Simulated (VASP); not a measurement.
The system is ZnS.

```
Zn S
1.0
     0.00000    2.64684    2.64684
     2.64684    0.00000    2.64684
     2.64684    2.64684    0.00000
Zn S
1 1
Direct
  0.75000 0.75000 0.75000
  0.00000 0.00000 0.00000
```

Program: VASP 6.6.1. Alike in all runs: task single point; potentials or basis VASP PAW PBE potentials, release 64 (Zn, S); no spin polarisation; cell as given.

Q: Order these runs on this cell by their band gap on the k mesh, lowest first.
A. level B3LYP; k mesh 6 × 6 × 6; cutoff (eV) 520; smearing fermi-dirac 0.01 eV; grid for exact exchange (PRECFOCK) Normal; share of exact exchange 0.2
B. level r2SCAN0; k mesh 5 × 5 × 5; cutoff (eV) 520; smearing fermi-dirac 0.05 eV; grid for exact exchange (PRECFOCK) Normal; share of exact exchange 0.25
C. level PBE-based screened hybrid with 25 % exact exchange; k mesh 5 × 5 × 5; cutoff (eV) 520; smearing fermi-dirac 0.05 eV; grid for exact exchange (PRECFOCK) Normal; share of exact exchange 0.25; screening parameter 0.3 1/Å
D. level b88 exchange, pbe correlation; k mesh 9 × 9 × 9; cutoff (eV) 500; smearing fermi-dirac 0.05 eV
E. level PBE0; k mesh 5 × 5 × 5; cutoff (eV) 520; smearing fermi-dirac 0.05 eV; grid for exact exchange (PRECFOCK) Normal; share of exact exchange 0.25

A: D (2.39 eV), C (3.42 eV), A (3.96 eV), E (4.34 eV), B (4.70 eV).
